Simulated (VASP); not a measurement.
# NaH in VASP: further runs

Aim: see how the results for NaH move with the level of theory and the settings. Levels: PBE, r2SCAN. Tasks: single point.

Program: VASP 6.6.1. These are calculated values, not measurements. Logs are shortened: lines on timing, memory, paths and dates and some standing lists are left out, and cuts for length are marked.

### Step 1. The cell of the first run

Symmetry: Immm, No. 71, orthorhombic system. Conventional cell: a = 3.323 Å, b = 3.458 Å, c = 4.795 Å, α = 90.00°, β = 90.00°, γ = 90.00°. Na (site symmetry mmm) has 6 H at 2.40 Å and 12 Na at 3.32 to 3.46 Å within 3.5 Å. H (site symmetry mmm) has 6 Na at 2.40 Å and 12 H at 3.32 to 3.46 Å within 3.5 Å.

### Step 2. Single point, PBE (shear xy strain +4.0%)

File INCAR:

```
SYSTEM = NaH
PREC = Accurate ; ENCUT = 520
EDIFF = 1E-6 ; ISMEAR = -1
SIGMA = 0.02 ; LREAL = .False.
LASPH = .True. ; NELM = 100
ALGO = Normal ; ISIF = 2
LWAVE = .False. ; LCHARG = .False.
GGA = PE ; NBANDS = 11
```

File KPOINTS:

```
Automatic mesh
0
Gamma
  10 10 10
  0 0 0
```

File POSCAR:

```
NaH
1.0
    0.0479502457      2.3975122828      2.3975122828
    2.3975122828      0.0479502457      2.3975122828
    2.4454625284      2.4454625284     -0.0000000001
Na H
1 1
Direct
    0.0000000000      0.0000000000      0.0000000000
    0.5000000000      0.5000000000      0.5000000000
```

Potentials or basis: VASP PAW PBE potentials, release 64 (Na_pv, H).

Run with:

```
cat potpaw_PBE.64/Na_pv/POTCAR potpaw_PBE.64/H/POTCAR > POTCAR
mpirun -np 1 vasp_std > vasp.out
```

OUTCAR:

```text
SYSTEM = NaH
   PREC = Accurate
   ENCUT = 520
   EDIFF = 1E-6
   ISMEAR = -1
   LREAL = .False.
   LASPH = .True.
   NELM = 100
   ISIF = 2
   GGA = PE

 ion  position               nearest neighbor table
   1  0.000  0.000  0.000-
   2  0.500  0.500  0.500-

  LATTYP: Found a body centered orthorhombic cell.
 ALAT       =     3.3227824985
 B/A-ratio  =     1.0408163265
 C/A-ratio  =     1.4430750637

  Lattice vectors:

 A1 = (   2.3975122827,   0.0479502456,  -2.3975122829)
 A2 = (  -2.3975122828,  -0.0479502457,  -2.3975122828)
 A3 = (   0.0479502457,   2.3975122828,   2.3975122828)

Analysis of symmetry for initial positions (statically):
=====================================================================
 Subroutine PRICEL returns:
 Original cell was already a primitive cell.

 Routine SETGRP: Setting up the symmetry group for a
 body centered orthorhombic supercell.

 Subroutine GETGRP returns: Found  8 space group operations
 (whereof  8 operations were pure point group operations)
 out of a pool of  8 trial point group operations.

The static configuration has the point symmetry D_2h.

Analysis of symmetry for dynamics (positions and initial velocities):
=====================================================================
 Subroutine PRICEL returns:
 Original cell was already a primitive cell.

 Routine SETGRP: Setting up the symmetry group for a
 body centered orthorhombic supercell.

 Subroutine GETGRP returns: Found  8 space group operations
 (whereof  8 operations were pure point group operations)
 out of a pool of  8 trial point group operations.

The dynamic configuration has the point symmetry D_2h.

 Subroutine INISYM returns: Found  8 space group operations
 (whereof  8 operations are pure point group operations),
 and found     1 'primitive' translations

----------------------------------------------------------------------------------------

                                     Primitive cell

  volume of cell :      27.5511

  direct lattice vectors                    reciprocal lattice vectors
     0.047950246  2.397512283  2.397512283    -0.212805617  0.212805617  0.208549505
     2.397512283  0.047950246  2.397512283     0.212805617 -0.212805617  0.208549505
     2.445462528  2.445462528 -0.000000000     0.204460299  0.204460299 -0.208549505

  length of vectors
     3.390933429  3.390933429  3.458406274     0.366149365  0.366149365  0.356512165

  position of ions in fractional coordinates (direct lattice)
     0.000000000  0.000000000  0.000000000
     0.500000000  0.500000000  0.500000000

  ion indices of the primitive-cell ions
   primitive index   ion index
                 1           1
                 2           2

----------------------------------------------------------------------------------------

 KPOINTS: Automatic mesh

Automatic generation of k-mesh.
 Grid dimensions read from file:
 generate k-points for:   10   10   10

 Generating k-lattice:

  Cartesian coordinates                     Fractional coordinates (reciprocal lattice)
    -0.021280562  0.021280562  0.020854951     0.100000000  0.000000000 -0.000000000
     0.021280562 -0.021280562  0.020854951     0.000000000  0.100000000 -0.000000000
     0.020446030  0.020446030 -0.020854951     0.000000000  0.000000000  0.100000000

  Length of vectors
     0.036614937  0.036614937  0.035651217

  Shift w.r.t. Gamma in fractional coordinates (k-lattice)
     0.000000000  0.000000000  0.000000000

 Subroutine IBZKPT returns following result:
 ===========================================

 Found    171 irreducible k-points:

 Following reciprocal coordinates:
            Coordinates               Weight
  0.000000  0.000000  0.000000      1.000000
  0.100000  0.000000 -0.000000      4.000000
  0.200000  0.000000 -0.000000      4.000000
  0.300000  0.000000 -0.000000      4.000000
  0.400000  0.000000 -0.000000      4.000000
  0.500000 -0.000000 -0.000000      2.000000
[... 16 lines left out ...]
  0.300000  0.300000  0.000000      2.000000
  0.400000  0.300000 -0.000000      4.000000
 [... further k-points ...]
   k-points           NKPTS =    171   k-points in BZ     NKDIM =    171   number of bands    NBANDS=     11
   number of dos      NEDOS =    301   number of ions     NIONS =      2
   total plane-waves  NPLWV =  21952
   dimension x,y,z NGX =    28 NGY =   28 NGZ =   28
   dimension x,y,z NGXF=    56 NGYF=   56 NGZF=   56
   ions per type =               1   1
   NGX,Y,Z   is equivalent  to a cutoff of  13.73, 13.73, 13.46 a.u.
   NGXF,Y,Z  is equivalent  to a cutoff of  27.45, 27.45, 26.92 a.u.
 SYSTEM =  NaH
   PREC   = accura    normal or accurate (medium, high low for compatibility)
   ISTART =      0    job   : 0-new  1-cont  2-samecut
   ICHARG =      2    charge: 1-file 2-atom 10-const
   ISPIN  =      1    spin polarized calculation?
   LNONCOLLINEAR =      F non collinear calculations
   LSORBIT =      F    spin-orbit coupling
[... 36 lines left out ...]
  volume of cell :       27.55
 maximum number of plane-waves:       759
 NGX is ok and might be reduce to    28
   NGX = 13   NGY = 13   NGZ = 13

 number of electron       7.9999999 magnetization

 Free energy of the ion-electron system (eV)
  ---------------------------------------------------
  ext. energy  EPLUGINS =         0.00000000
  ---------------------------------------------------
  free energy    TOTEN  =        -5.08317472 eV

  energy without entropy =       -5.08317472  energy(sigma->0) =       -5.08317472

 E-fermi :  -0.5612     XC(G=0):  -7.8504

 val. band max:       -1.0483009044   @ k =  -0.3000   0.2000   0.5000
 cond. band min:       2.6434974861   @ k =   0.0000   0.0000   0.5000
 fundamental gap:      3.6917983905
 Fermi energy:        -0.5611868991

 k-point     1 :       0.0000    0.0000    0.0000
  band No.  band energies     occupation
      1     -23.1049      2.00000
      2     -23.1018      2.00000
      3     -23.0986      2.00000
      4      -4.7211      2.00000
      5       9.5723      0.00000
      6      14.2774      0.00000
      7      14.7748      0.00000
      8      15.1938      0.00000
      9      15.2283      0.00000
     10      15.4655      0.00000
     11      16.1436      0.00000

 k-point     2 :       0.1000    0.0000   -0.0000
  band No.  band energies     occupation
      1     -23.1146      2.00000
      2     -23.1039      2.00000
      3     -23.0997      2.00000
      4      -4.5402      2.00000
      5       9.0532      0.00000
      6      12.7751      0.00000
      7      13.6675      0.00000
      8      14.2792      0.00000
      9      15.9769      0.00000
     10      16.1531      0.00000
     11      16.9079      0.00000

 k-point     3 :       0.2000    0.0000   -0.0000
  band No.  band energies     occupation
      1     -23.1413      2.00000
      2     -23.1078      2.00000
      3     -23.1027      2.00000
      4      -4.0147      2.00000
      5       7.4955      0.00000
      6      11.0483      0.00000
      7      12.9790      0.00000
      8      13.5147      0.00000
      9      16.5899      0.00000
     10      16.8338      0.00000
     11      17.4956      0.00000

 k-point     4 :       0.3000    0.0000   -0.0000
  band No.  band energies     occupation
      1     -23.1742      2.00000
      2     -23.1124      2.00000
      3     -23.1064      2.00000
      4      -3.2080      2.00000
      5       5.4439      0.00000
      6      10.2378      0.00000
      7      12.4960      0.00000
      8      12.9527      0.00000
      9      16.0025      0.00000
     10      16.2612      0.00000
     11      18.1619      0.00000
[... 239 lines left out ...]
 k-point    22 :      -0.2000    0.2000    0.0000
  band No.  band energies     occupation
      1     -23.1750      2.00000
      2     -23.1268      2.00000
      3     -23.1056      2.00000
      4      -2.9362      2.00000
      5       5.8510      0.00000
      6       7.9291      0.00000
      7      12.8264      0.00000
      8      12.9337      0.00000
      9      16.4309      0.00000
     10      17.4703      0.00000
     11      17.5409      0.00000

 k-point    23 :       0.3000    0.3000    0.0000
  band No.  band energies     occupation
      1     -23.1634      2.00000
      2     -23.1258      2.00000
      3     -23.1224      2.00000
      4      -2.8282      2.00000
      5       5.7236      0.00000
      6      10.1092      0.00000
      7      10.1213      0.00000
      8      11.1215      0.00000
      9      12.9851      0.00000
     10      19.8515      0.00000
     11      22.2336      0.00000

 k-point    24 :       0.4000    0.3000   -0.0000
  band No.  band energies     occupation
      1     -23.1759      2.00000
      2     -23.1333      2.00000
      3     -23.1264      2.00000
      4      -2.1955      2.00000
      5       4.9255      0.00000
      6       8.4938      0.00000
      7       9.8533      0.00000
      8      11.0571      0.00000
      9      13.5146      0.00000
     10      20.2626      0.00000
     11      21.6679      0.00000

 [... further k-points ...]

------------------------ aborting loop because EDIFF is reached ----------------------------------------

  FORCE on cell =-STRESS in cart. coord.  units (eV):
  Direction    XX          YY          ZZ          XY          YZ          ZX
  --------------------------------------------------------------------------------------
  -------------------------------------------------------------------------------------
  Total        0.0955251      0.0955251      0.0857313     -0.1574646      0.0000000      0.0000000
  in kB        5.5550673      5.5550673      4.9855279     -9.1570349      0.0000000      0.0000000
  external PRESSURE =       5.3652208 kB  Pullay stress =       0.0000000 kB

 VOLUME and BASIS-vectors are now :
 -----------------------------------------------------------------------------
  energy-cutoff  :      520.00
  volume of cell :       27.55
      direct lattice vectors                 reciprocal lattice vectors
     0.047950246  2.397512283  2.397512283    -0.212805617  0.212805617  0.208549505
     2.397512283  0.047950246  2.397512283     0.212805617 -0.212805617  0.208549505
     2.445462528  2.445462528 -0.000000000     0.204460299  0.204460299 -0.208549505

 POSITION                                       TOTAL-FORCE (eV/Angst)
 -----------------------------------------------------------------------------------
      0.00000      0.00000      0.00000        -0.000000     -0.000000     -0.000000
      2.44546      2.44546      2.39751         0.000000      0.000000      0.000000
 -----------------------------------------------------------------------------------
    total drift:                               -0.000000     -0.000000     -0.000000

  FREE ENERGIE OF THE ION-ELECTRON SYSTEM (eV)
  ---------------------------------------------------
  free  energy   TOTEN  =        -5.0831747163 eV

  energy  without entropy=       -5.0831747163  energy(sigma->0) =       -5.08317472
```

Wall time 30 s (1 thread of Intel Xeon Platinum 8488C (Sapphire Rapids), shared host); peak memory 0.18 GiB.

What came out:

```yaml
Free_energy: -5.0832 eV
Pressure: 0.5 GPa
Band_gap_on_the_k_mesh: 3.69 eV (least direct gap 4.63 eV)
```

Stress tensor (GPa, compression positive):
```
 0.56 -0.92  0.00
-0.92  0.56  0.00
 0.00  0.00  0.50
```

Caveat: the cell differs from its parent crystal (shear xy strain +4.0%); the structure was generated, so it needn't be the stable form of NaH. A k mesh can miss the band edges.

### Step 3. Single point, r2SCAN (epitaxial 111 strain -1.0%)

File POSCAR:

```
NaH
1.0
    0.0206146143      2.3941517743      2.3941517743
    2.3941517743      0.0206146143      2.3941517743
    2.3941517743      2.3941517743      0.0206146143
Na H
1 1
Direct
    0.0000000000      0.0000000000      0.0000000000
    0.5000000000      0.5000000000      0.5000000000
```

File INCAR.step1:

```
SYSTEM = NaH
PREC = Accurate
ENCUT = 520
ISMEAR = 0
SIGMA = 0.01
LREAL = .False.
LASPH = .True.
NELM = 60
NBANDS = 11
GGA = PE
ALGO = Normal
EDIFF = 1E-4
LWAVE = .True.
LCHARG = .False.
```

File INCAR.step2:

```
SYSTEM = NaH
PREC = Accurate
ENCUT = 520
EDIFF = 1E-6
ISMEAR = 0
SIGMA = 0.01
LREAL = .False.
LASPH = .True.
NELM = 60
ALGO = Normal
ISIF = 2
LWAVE = .False.
LCHARG = .True.
METAGGA = R2SCAN
LMIXTAU = .True.
LELF = .True.
LVHAR = .True.
NBANDS = 11
ISTART = 1
```

KPOINTS is that of step 2.

Potentials or basis: VASP PAW PBE potentials, release 64 (Na_pv, H).

Run with:

```
cat potpaw_PBE.64/Na_pv/POTCAR potpaw_PBE.64/H/POTCAR > POTCAR
cp INCAR.step1 INCAR
mpirun -np 1 vasp_std > vasp.out
cp INCAR.step2 INCAR
mpirun -np 1 vasp_std > vasp.out
```

It took 99 s on 1 thread of Intel Xeon Platinum 8488C (Sapphire Rapids), shared host; peak memory 0.17 GiB.

It converged, with:

```yaml
Free_energy: -7.6022 eV
Pressure: 0.2 GPa
Band_gap_on_the_k_mesh: 4.38 eV (least direct gap 5.27 eV)
```

Stress tensor (GPa, compression positive):
```
 0.20 -0.21 -0.21
-0.21  0.20 -0.21
-0.21 -0.21  0.20
```

Levels at points of the mesh, in eV from the valence-band top:
```tsv
k point	band 2	band 3	band 4	band 5	band 6	band 7
(0.00, 0.00, 0.00)	-22.81	-22.81	-3.65	11.83	16.47	16.78
(0.50, 0.00, 0.00)	-22.82	-22.82	-0.81	4.49	11.97	14.06
(0.50, 0.50, 0.00)	-22.84	-22.84	-0.16	5.30	10.88	11.56
(0.50, 0.50, 0.50)	-22.82	-22.82	-0.89	4.38	12.10	14.31
```

Caveat: the cell differs from its parent crystal (epitaxial 111 strain -1.0%); the structure was generated, so it needn't be the stable form of NaH; the PAW data sets were made with another functional, which shifts forces and pressure a little. A k mesh can miss the band edges.

### Step 4. Single point, r2SCAN (strain along [111] +2.0%)

File POSCAR:

```
NaH
1.0
    0.0319668304      2.4294791132      2.4294791132
    2.4294791132      0.0319668304      2.4294791132
    2.4294791132      2.4294791132      0.0319668304
Na H
1 1
Direct
    0.0000000000      0.0000000000      0.0000000000
    0.5000000000      0.5000000000      0.5000000000
```

File INCAR.step1:

```
SYSTEM = NaH
PREC     = Accurate       ! precision mode
ENCUT    = 520            ! plane-wave cutoff, eV
ISMEAR   = 0              ! smearing method
SIGMA    = 0.01           ! smearing width, eV
LREAL    = .False.        ! projectors in reciprocal space
LASPH    = .True.         ! aspherical terms in the spheres
NELM     = 100            ! most SCF steps
NBANDS   = 11             ! bands
GGA      = PE             ! functional
ALGO     = Normal         ! electronic algorithm
EDIFF    = 1E-4           ! SCF threshold, eV
LWAVE    = .True.         ! write WAVECAR
LCHARG   = .False.        ! write CHGCAR
```

File INCAR.step2:

```
SYSTEM = NaH
PREC     = Accurate       ! precision mode
ENCUT    = 520            ! plane-wave cutoff, eV
EDIFF    = 1E-7           ! SCF threshold, eV
ISMEAR   = 0              ! smearing method
SIGMA    = 0.01           ! smearing width, eV
LREAL    = .False.        ! projectors in reciprocal space
LASPH    = .True.         ! aspherical terms in the spheres
NELM     = 100            ! most SCF steps
ALGO     = Normal         ! electronic algorithm
ISIF     = 2              ! what is computed and relaxed
LWAVE    = .False.        ! write WAVECAR
LCHARG   = .False.        ! write CHGCAR
METAGGA  = R2SCAN         ! meta-GGA
LMIXTAU  = .True.       
NBANDS   = 11             ! bands
ISTART   = 1
```

KPOINTS is that of step 3.

Run with:

```
cat potpaw_PBE.64/Na_pv/POTCAR potpaw_PBE.64/H/POTCAR > POTCAR
cp INCAR.step1 INCAR
mpirun -np 1 vasp_std > vasp.out
cp INCAR.step2 INCAR
mpirun -np 1 vasp_std > vasp.out
```

It took 95 s on 1 thread of Intel Xeon Platinum 8488C (Sapphire Rapids), shared host; peak memory 0.18 GiB.

The run converged. Its results:

```
Free energy            : -7.5999 eV
Pressure               : -0.7 GPa
Band gap on the k mesh : 4.27 eV (least direct gap 5.18 eV)
```

Stress tensor (GPa, compression positive):
```
-0.71 -0.28 -0.28
-0.28 -0.71 -0.28
-0.28 -0.28 -0.71
```

Levels at points of the mesh, in eV from the valence-band top:
| k point | band 1 | band 2 | band 3 | band 4 | band 5 | band 6 | band 7 | band 8 | band 9 |
| --- | --- | --- | --- | --- | --- | --- | --- | --- | --- |
| (0.00, 0.00, 0.00) | -22.88 | -22.88 | -22.88 | -3.54 | 11.48 | 16.10 | 16.55 | 16.55 | 16.97 |
| (0.50, 0.00, 0.00) | -22.97 | -22.89 | -22.89 | -0.79 | 4.43 | 11.68 | 13.76 | 14.02 | 17.46 |
| (0.50, 0.50, 0.00) | -22.96 | -22.91 | -22.91 | -0.15 | 5.21 | 10.73 | 11.26 | 11.59 | 13.11 |
| (0.50, 0.50, 0.50) | -22.96 | -22.89 | -22.89 | -0.91 | 4.27 | 11.88 | 14.14 | 14.14 | 17.87 |

Caveat: the cell differs from its parent crystal (strain along [111] +2.0%); the structure was generated, so it needn't be the stable form of NaH; the PAW data sets were made with another functional, which shifts forces and pressure a little. A k mesh can miss the band edges.

### Step 5. Single point, r2SCAN (shear xy strain +4.0%)

File POSCAR:

```
NaH
1.0
    0.0479502457      2.3975122828      2.3975122828
    2.3975122828      0.0479502457      2.3975122828
    2.4454625284      2.4454625284     -0.0000000001
Na H
1 1
Direct
    0.0000000000      0.0000000000      0.0000000000
    0.5000000000      0.5000000000      0.5000000000
```

File INCAR.step1:

```
  ALGO = Normal
  EDIFF = 1E-4
  ENCUT = 520
  GGA = PE
  ISMEAR = 0
  LASPH = True
  LCHARG = False
  LREAL = False
  LWAVE = True
  NBANDS = 11
  NELM = 80
  PREC = Accurate
  SIGMA = 0.01
```

File INCAR.step2:

```
  ALGO = Normal
  EDIFF = 1E-6
  ENCUT = 520
  ISIF = 2
  ISMEAR = 0
  ISTART = 1
  LASPH = True
  LCHARG = True
  LELF = True
  LMIXTAU = True
  LREAL = False
  LVHAR = True
  LWAVE = False
  METAGGA = R2SCAN
  NBANDS = 11
  NELM = 80
  PREC = Accurate
  SIGMA = 0.01
```

File KPOINTS:

```
k-points
0
Gamma
  10 10 10
```

Run with:

```
cat potpaw_PBE.64/Na_pv/POTCAR potpaw_PBE.64/H/POTCAR > POTCAR
cp INCAR.step1 INCAR
mpirun -np 1 vasp_std > vasp.out
cp INCAR.step2 INCAR
mpirun -np 1 vasp_std > vasp.out
```

Run time: 2.2 min. Hardware: 1 thread of Intel Xeon Platinum 8488C (Sapphire Rapids), shared host; peak memory 0.19 GiB.

It converged, with:

```yaml
Free_energy: -7.5995 eV
Pressure: -0.2 GPa
Band_gap_on_the_k_mesh: 4.30 eV (least direct gap 5.22 eV)
```

Stress tensor (GPa, compression positive):
```
-0.16 -0.89  0.00
-0.89 -0.16  0.00
 0.00  0.00 -0.30
```

Levels at points of the mesh, in eV from the valence-band top:
```csv
k point,band 1,band 2,band 3,band 4,band 5,band 6,band 7,band 8
"(0.00, 0.00, 0.00)",-22.85,-22.85,-22.85,-3.61,11.65,16.07,16.58,17.03
"(0.50, 0.00, 0.00)",-22.95,-22.86,-22.86,-0.74,4.54,11.72,13.69,14.08
"(0.50, 0.50, 0.00)",-22.93,-22.88,-22.88,-0.17,5.25,10.76,11.04,12.08
"(0.00, 0.00, 0.50)",-22.94,-22.86,-22.86,-0.92,4.30,12.02,14.06,14.48
"(0.50, 0.00, 0.50)",-22.94,-22.88,-22.88,-0.16,5.26,10.81,11.55,11.55
```

Caveat: the cell differs from its parent crystal (shear xy strain +4.0%); the structure was generated, so it needn't be the stable form of NaH; the PAW data sets were made with another functional, which shifts forces and pressure a little.

### Step 6. Overview

```csv
level,cell,smearing,gap on the mesh (eV),pressure (GPa)
PBE,"a = 3.391, b = 3.391, c = 3.458 Å, angles 59.3, 59.3, 58.7°, 2 atoms",fermi-dirac 0.02 eV,3.69,0.5
r2SCAN,"a = 3.386 Å, angles 59.4°, 2 atoms",gaussian 0.01 eV,4.38,0.2
r2SCAN,"a = 3.436 Å, angles 59.1°, 2 atoms",gaussian 0.01 eV,4.27,-0.7
r2SCAN,"a = 3.391, b = 3.391, c = 3.458 Å, angles 59.3, 59.3, 58.7°, 2 atoms",gaussian 0.01 eV,4.30,-0.2
```

Alike in all rows: task single point; potentials or basis VASP PAW PBE potentials, release 64 (Na_pv, H); no spin polarisation; k mesh 10 × 10 × 10; cutoff (eV) 520.

Caveats: the structure was generated, so it needn't be the stable form of NaH; the PAW data sets were made with another functional, which shifts forces and pressure a little (at least some runs).

Absolute energies hang on the potentials; compare differences alone.
